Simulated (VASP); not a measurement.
# AlP (F-43m) in VASP: notebook

AlP is run at these levels: PBEsol; tasks: single point, relaxation of cell and atoms.

Program: VASP 6.6.1. These are calculated values, not measurements. Logs are shortened: lines on timing, memory, paths and dates and some standing lists are left out, and cuts for length are marked.

## 1. The cell of the first run

Symmetry: F-43m, No. 216, cubic system. Conventional cell: a = 5.450 Å, b = 5.450 Å, c = 5.450 Å, α = 90.00°, β = 90.00°, γ = 90.00°. Within 3.1 Å of Al (site symmetry -43m) lie 4 P at 2.36 Å. P (site symmetry -43m) has 4 Al at 2.36 Å within 3.1 Å.

## 2. Single point, PBEsol

INCAR

```
SYSTEM = AlP
PREC = Accurate
ENCUT = 500
EDIFF = 1E-6
ISMEAR = 0
SIGMA = 0.01
LREAL = .FALSE.
LASPH = .TRUE.
NELM = 120
ALGO = Normal
ISIF = 2
LWAVE = .FALSE.
LCHARG = .FALSE.
GGA = PS
NBANDS = 11
GGA_COMPAT = .FALSE.
```

KPOINTS

```
regular mesh
0
G
  8 8 8
  0 0 0
```

POSCAR

```
AlP
1.0
    0.0000000000      2.7250332904      2.7250332904
    2.7250332904      0.0000000000      2.7250332904
    2.7250332904      2.7250332904      0.0000000000
Al P
1 1
Direct
    0.0000000000      0.0000000000      0.0000000000
    0.7500000000      0.7500000000      0.7500000000
```

Potentials or basis: VASP PAW PBE potentials, release 64 (Al, P).

Command:

```console
$ cat potpaw_PBE.64/Al/POTCAR potpaw_PBE.64/P/POTCAR > POTCAR
$ mpirun -np 1 vasp_std > vasp.out
```

OUTCAR:

```text
SYSTEM = AlP
   PREC = Accurate
   ENCUT = 500
   EDIFF = 1E-6
   ISMEAR = 0
   LREAL = .FALSE.
   LASPH = .TRUE.
   NELM = 120
   ISIF = 2
   GGA = PS

 ion  position               nearest neighbor table
   1  0.000  0.000  0.000-   2 2.36   2 2.36   2 2.36   2 2.36
   2  0.750  0.750  0.750-   1 2.36   1 2.36   1 2.36   1 2.36

  LATTYP: Found a face centered cubic cell.
 ALAT       =     5.4500665808

  Lattice vectors:

 A1 = (   0.0000000000,   2.7250332904,   2.7250332904)
 A2 = (   2.7250332904,   0.0000000000,   2.7250332904)
 A3 = (   2.7250332904,   2.7250332904,   0.0000000000)

Analysis of symmetry for initial positions (statically):
=====================================================================
 Subroutine PRICEL returns:
 Original cell was already a primitive cell.

 Routine SETGRP: Setting up the symmetry group for a
 face centered cubic supercell.

 Subroutine GETGRP returns: Found 24 space group operations
 (whereof 24 operations were pure point group operations)
 out of a pool of 48 trial point group operations.

The static configuration has the point symmetry T_d .

Analysis of symmetry for dynamics (positions and initial velocities):
=====================================================================
 Subroutine PRICEL returns:
 Original cell was already a primitive cell.

 Routine SETGRP: Setting up the symmetry group for a
 face centered cubic supercell.

 Subroutine GETGRP returns: Found 24 space group operations
 (whereof 24 operations were pure point group operations)
 out of a pool of 48 trial point group operations.

The dynamic configuration has the point symmetry T_d .

 Subroutine INISYM returns: Found 24 space group operations
 (whereof 24 operations are pure point group operations),
 and found     1 'primitive' translations

----------------------------------------------------------------------------------------

                                     Primitive cell

  volume of cell :      40.4711

  direct lattice vectors                    reciprocal lattice vectors
     0.000000000  2.725033290  2.725033290    -0.183483997  0.183483997  0.183483997
     2.725033290  0.000000000  2.725033290     0.183483997 -0.183483997  0.183483997
     2.725033290  2.725033290  0.000000000     0.183483997  0.183483997 -0.183483997

  length of vectors
     3.853779037  3.853779037  3.853779037     0.317803605  0.317803605  0.317803605

  position of ions in fractional coordinates (direct lattice)
     0.000000000  0.000000000  0.000000000
     0.750000000  0.750000000  0.750000000

  ion indices of the primitive-cell ions
   primitive index   ion index
                 1           1
                 2           2

----------------------------------------------------------------------------------------

 KPOINTS: regular mesh

Automatic generation of k-mesh.
 Grid dimensions read from file:
 generate k-points for:    8    8    8

 Generating k-lattice:

  Cartesian coordinates                     Fractional coordinates (reciprocal lattice)
    -0.022935500  0.022935500  0.022935500     0.125000000  0.000000000  0.000000000
     0.022935500 -0.022935500  0.022935500     0.000000000  0.125000000  0.000000000
     0.022935500  0.022935500 -0.022935500     0.000000000  0.000000000  0.125000000

  Length of vectors
     0.039725451  0.039725451  0.039725451

  Shift w.r.t. Gamma in fractional coordinates (k-lattice)
     0.000000000  0.000000000  0.000000000

 Subroutine IBZKPT returns following result:
 ===========================================

 Found     29 irreducible k-points:

 Following reciprocal coordinates:
            Coordinates               Weight
  0.000000  0.000000  0.000000      1.000000
  0.125000  0.000000  0.000000      8.000000
  0.250000  0.000000  0.000000      8.000000
  0.375000  0.000000  0.000000      8.000000
  0.500000  0.000000  0.000000      4.000000
  0.125000  0.125000  0.000000      6.000000
[... 16 lines left out ...]
  0.500000  0.250000  0.125000     48.000000
 -0.375000  0.250000  0.125000     24.000000
 [... further k-points ...]
   k-points           NKPTS =     29   k-points in BZ     NKDIM =     29   number of bands    NBANDS=     11
   number of dos      NEDOS =    301   number of ions     NIONS =      2
   total plane-waves  NPLWV =  21952
   dimension x,y,z NGX =    28 NGY =   28 NGZ =   28
   dimension x,y,z NGXF=    56 NGYF=   56 NGZF=   56
   ions per type =               1   1
   NGX,Y,Z   is equivalent  to a cutoff of  12.08, 12.08, 12.08 a.u.
   NGXF,Y,Z  is equivalent  to a cutoff of  24.16, 24.16, 24.16 a.u.
 SYSTEM =  AlP
   PREC   = accura    normal or accurate (medium, high low for compatibility)
   ISTART =      0    job   : 0-new  1-cont  2-samecut
   ICHARG =      2    charge: 1-file 2-atom 10-const
   ISPIN  =      1    spin polarized calculation?
   LNONCOLLINEAR =      F non collinear calculations
   LSORBIT =      F    spin-orbit coupling
   LASPH  =      T    aspherical Exc in radial PAW
   ENCUT  =  500.0 eV  36.75 Ry    6.06 a.u.   7.03  7.03  7.03*2*pi/ulx,y,z
   NELM   =    120;   NELMIN=  2; NELMDL= -5     # of ELM steps
   EDIFF  = 0.1E-05   stopping-criterion for ELM
   LREAL  =      F    real-space projection
   EDIFFG = 0.1E-04   stopping-criterion for IOM
   NSW    =      0    number of steps for IOM
   IBRION =     -1    ionic relax: 0-MD 1-quasi-New 2-CG
   NFREE  =      0    steps in history (QN), initial steepest desc. (CG)
   ISIF   =      2    stress and relaxation
   ISYM   =      2    0-nonsym 1-usesym 2-fastsym
   POTIM  = 0.5000    time-step for ionic-motion
   TEBEG  =    0.0;   TEEND  =   0.0 temperature during run
   PSTRESS=    0.0 pullay stress
   NELECT =       8.0000    total number of electrons
   NUPDOWN=      -1.0000    fix difference up-down
   EMIN   =  10.00;   EMAX   =-10.00  energy-range for DOS
   EFERMI =   0.00;   METHOD = LEGACY
   ISMEAR =     0;   SIGMA  =   0.01  broadening in eV -4-tet -1-fermi 0-gaus
   EFERMI_NEDOS =   21; number of points for ismear=-14 and -15
   IALGO  =     38    algorithm
   IMIX   =      4    mixing-type and parameters
     AMIX     =   0.40;   BMIX     =  1.00
     AMIX_MAG =   1.60;   BMIX_MAG =  1.00
  volume/ion in A,a.u.               =      20.24       136.56
  Fermi-wavevector in a.u.,A,eV,Ry     =   0.953651  1.802140 12.373834  0.909451
  Thomas-Fermi vector in A             =   2.082326
   LORBIT       =      0    0 simple, 1 ext, 2 COOP (PROOUT), +10 PAW based schemes
   GGA     = PS    functional components
   LHFCALC =     F    Hartree Fock is set to
   AEXX    =    0.0000 exact exchange contribution
   IVDW    =     0    specifies the selected vdW correction
   LEPSILON=     F    determine dielectric tensor
   LRPA    =     F    only Hartree local field effects (RPA)
 non-spin polarized calculation
 Gauss-broadening in eV      SIGMA  =   0.01
  energy-cutoff  :      500.00
  volume of cell :       40.47
 maximum number of plane-waves:      1036
   NGX = 13   NGY = 13   NGZ = 13

 number of electron       8.0000000 magnetization

 Free energy of the ion-electron system (eV)
  ---------------------------------------------------
  ext. energy  EPLUGINS =         0.00000000
  ---------------------------------------------------
  free energy    TOTEN  =       -10.99359705 eV

  energy without entropy =      -10.99359705  energy(sigma->0) =      -10.99359705

 E-fermi :   4.7005     XC(G=0):  -9.3859

 val. band max:        4.5856499959   @ k =   0.0000   0.0000   0.0000
 cond. band min:       6.0131206313   @ k =   0.5000   0.5000   0.0000
 fundamental gap:      1.4274706354
 Fermi energy:         4.7005279199

 k-point     1 :       0.0000    0.0000    0.0000
  band No.  band energies     occupation
      1      -6.9737      2.00000
      2       4.5856      2.00000
      3       4.5856      2.00000
      4       4.5856      2.00000
      5       7.8349      0.00000
      6       9.1053      0.00000
      7       9.1053      0.00000
      8       9.1053      0.00000
      9      13.3944      0.00000
     10      13.3944      0.00000
     11      14.7202      0.00000

 k-point     2 :       0.1250    0.0000    0.0000
  band No.  band energies     occupation
      1      -6.7990      2.00000
      2       3.3422      2.00000
      3       4.4351      2.00000
      4       4.4351      2.00000
      5       8.2485      0.00000
      6       9.3918      0.00000
      7       9.3918      0.00000
      8       9.6345      0.00000
      9      12.8805      0.00000
     10      12.8805      0.00000
     11      15.3528      0.00000

 k-point     3 :       0.2500    0.0000    0.0000
  band No.  band energies     occupation
      1      -6.3065      2.00000
      2       1.3690      2.00000
      3       4.1375      2.00000
      4       4.1375      2.00000
      5       7.8555      0.00000
      6       9.6902      0.00000
      7       9.6902      0.00000
      8      11.4636      0.00000
      9      12.8540      0.00000
     10      12.8540      0.00000
     11      14.7861      0.00000

 k-point     4 :       0.3750    0.0000    0.0000
  band No.  band energies     occupation
      1      -5.6415      2.00000
      2      -0.2950      2.00000
      3       3.9005      2.00000
      4       3.9005      2.00000
      5       7.4754      0.00000
      6       9.4839      0.00000
      7       9.4839      0.00000
      8      12.6147      0.00000
      9      14.2671      0.00000
     10      14.2671      0.00000
     11      15.1183      0.00000
[... 239 lines left out ...]
 k-point    22 :       0.3750    0.2500    0.1250
  band No.  band energies     occupation
      1      -5.8892      2.00000
      2       1.0537      2.00000
      3       2.6501      2.00000
      4       3.6568      2.00000
      5       8.3645      0.00000
      6       9.3623      0.00000
      7       9.9575      0.00000
      8      11.3690      0.00000
      9      12.8889      0.00000
     10      15.3524      0.00000
     11      17.4439      0.00000

 k-point    23 :       0.5000    0.2500    0.1250
  band No.  band energies     occupation
      1      -5.2793      2.00000
      2      -0.0747      2.00000
      3       2.0772      2.00000
      4       3.2641      2.00000
      5       8.4584      0.00000
      6       9.3125      0.00000
      7      10.5693      0.00000
      8      11.6531      0.00000
      9      14.0272      0.00000
     10      15.8777      0.00000
     11      17.3483      0.00000

 k-point    24 :      -0.3750    0.2500    0.1250
  band No.  band energies     occupation
      1      -4.9430      2.00000
      2      -0.6472      2.00000
      3       1.9430      2.00000
      4       3.0723      2.00000
      5       8.4556      0.00000
      6       9.0397      0.00000
      7      11.4422      0.00000
      8      12.2370      0.00000
      9      13.5401      0.00000
     10      15.9730      0.00000
     11      17.3159      0.00000

 [... further k-points ...]

------------------------ aborting loop because EDIFF is reached ----------------------------------------

  FORCE on cell =-STRESS in cart. coord.  units (eV):
  Direction    XX          YY          ZZ          XY          YZ          ZX
  --------------------------------------------------------------------------------------
  -------------------------------------------------------------------------------------
  Total        0.2613634      0.2613634      0.2613634      0.0000000      0.0000000     -0.0000000
  in kB       10.3468937     10.3468937     10.3468937      0.0000000      0.0000000     -0.0000000
  external PRESSURE =      10.3468937 kB  Pullay stress =       0.0000000 kB

 VOLUME and BASIS-vectors are now :
 -----------------------------------------------------------------------------
  energy-cutoff  :      500.00
  volume of cell :       40.47
      direct lattice vectors                 reciprocal lattice vectors
     0.000000000  2.725033290  2.725033290    -0.183483997  0.183483997  0.183483997
     2.725033290  0.000000000  2.725033290     0.183483997 -0.183483997  0.183483997
     2.725033290  2.725033290  0.000000000     0.183483997  0.183483997 -0.183483997

 POSITION                                       TOTAL-FORCE (eV/Angst)
 -----------------------------------------------------------------------------------
      0.00000      0.00000      0.00000        -0.000000     -0.000000     -0.000000
      4.08755      4.08755      4.08755         0.000000      0.000000      0.000000
 -----------------------------------------------------------------------------------
    total drift:                               -0.000000     -0.000000     -0.000000

  FREE ENERGIE OF THE ION-ELECTRON SYSTEM (eV)
  ---------------------------------------------------
  free  energy   TOTEN  =       -10.9935970537 eV

  energy  without entropy=      -10.9935970537  energy(sigma->0) =      -10.99359705
```

Run time: 11 s. Hardware: 1 thread of Intel Xeon Platinum 8488C (Sapphire Rapids), shared host; peak memory 0.15 GiB.

Results:

```yaml
Free_energy: -10.9936 eV
Pressure: 1.0 GPa
Band_gap_on_the_k_mesh: 1.43 eV (least direct gap 3.25 eV)
```

Levels at points of the mesh, in eV from the valence-band top:
```tsv
k point	band 1	band 2	band 3	band 4	band 5	band 6	band 7	band 8	band 9
(0.00, 0.00, 0.00)	-11.56	0.00	0.00	0.00	3.25	4.52	4.52	4.52	8.81
(0.50, 0.00, 0.00)	-9.85	-5.61	-0.77	-0.77	2.75	4.75	4.75	8.09	11.53
(0.50, 0.50, 0.00)	-9.17	-5.36	-2.14	-2.14	1.43	2.37	11.04	11.04	12.01
```

Caveat: the PAW data sets were made with another functional, which shifts forces and pressure a little.

## 3. Relaxation of cell and atoms, PBEsol, target pressure 1 GPa, at which the enthalpy is minimised

This run uses another cell than the first one, of 20.46 Å³/atom.

INCAR

```
SYSTEM = AlP
PREC     = Accurate       ! precision mode
ENCUT    = 500            ! plane-wave cutoff, eV
EDIFF    = 1E-7           ! SCF threshold, eV
ISMEAR   = 0              ! smearing method
SIGMA    = 0.01           ! smearing width, eV
LREAL    = .False.        ! projectors in reciprocal space
LASPH    = .True.         ! aspherical terms in the spheres
NELM     = 120            ! most SCF steps
ALGO     = Normal         ! electronic algorithm
ISIF     = 3              ! what is computed and relaxed
LWAVE    = .False.        ! write WAVECAR
LCHARG   = .False.        ! write CHGCAR
GGA      = PS             ! functional
IBRION   = 2              ! ionic algorithm
NSW      = 80             ! ionic steps
EDIFFG   = -0.001         ! ionic threshold
PSTRESS  = 10.0         
GGA_COMPAT= .False.      
NELMIN   = 4
```

KPOINTS

```
regular mesh
0
Gamma
  8 8 8
  0 0 0
```

POSCAR

```
AlP
1.0
    0.0000000000      2.7351727453      2.7351727453
    2.7351727453      0.0000000000      2.7351727453
    2.7351727453      2.7351727453      0.0000000000
Al P
1 1
Direct
    0.0000000000      0.0000000000      0.0000000000
    0.7500000000      0.7500000000      0.7500000000
```

Potentials or basis: VASP PAW PBE potentials, release 64 (Al, P).

Command:

```console
$ cat potpaw_PBE.64/Al/POTCAR potpaw_PBE.64/P/POTCAR > POTCAR
$ mpirun -np 1 vasp_std > vasp.out
```

Run time: 14 s. Hardware: 1 thread of Intel Xeon Platinum 8488C (Sapphire Rapids), shared host; peak memory 0.15 GiB.

It converged, with:

| Quantity | Value |
| --- | --- |
| Free energy | -10.9938 eV |
| Relaxed volume | 20.24 Å³/atom |
| Relaxed cell | a = 3.854 Å, b = 3.854 Å, c = 3.854 Å, α = 60.00°, β = 60.00°, γ = 60.00° |
| Space group after relaxing (to 0.1 Å) | F-43m (No. 216) |
| Energy change on relaxing (the run minimises the enthalpy) | +0.7 meV/atom |
| Ionic steps | 3 |
| Pressure after relaxing | 1.0 GPa |
| Band gap on the k mesh | 1.43 eV (least direct gap 3.25 eV) |

The path:
| step | energy change (eV) | largest force (eV/Å) | pressure (GPa) | volume (Å³) |
| --- | --- | --- | --- | --- |
| 1 | 0.0000 | 0.0000 | 0.04 | 40.92 |
| 2 | 0.0037 | 0.0000 | 1.65 | 40.20 |
| 3 | 0.0014 | 0.0000 | 1.00 | 40.49 |

Final structure:
```cif
data_structure
_symmetry_space_group_name_H-M 'P 1'
_symmetry_Int_Tables_number 1
_cell_length_a 3.8542
_cell_length_b 3.8542
_cell_length_c 3.8542
_cell_angle_alpha 60.000
_cell_angle_beta 60.000
_cell_angle_gamma 60.000
_cell_volume 40.49
loop_
_atom_site_label
_atom_site_type_symbol
_atom_site_fract_x
_atom_site_fract_y
_atom_site_fract_z
_atom_site_occupancy
Al1 Al 0.00000 0.00000 0.00000 1
P1 P 0.75000 0.75000 0.75000 1
```

Levels at points of the mesh, in eV from the valence-band top:
```
           k point  band 1  band 2  band 3  band 4  band 5  band 6  band 7  band 8
(0.00, 0.00, 0.00)  -11.56    0.00    0.00    0.00    3.25    4.52    4.52    4.52
(0.50, 0.00, 0.00)   -9.85   -5.60   -0.77   -0.77    2.75    4.75    4.75    8.09
(0.50, 0.50, 0.00)   -9.17   -5.36   -2.13   -2.13    1.43    2.37   11.04   11.04
```

Caveat: the cell is relaxed towards a set pressure, so the run minimises the enthalpy, not the energy; the PAW data sets were made with another functional, which shifts forces and pressure a little.
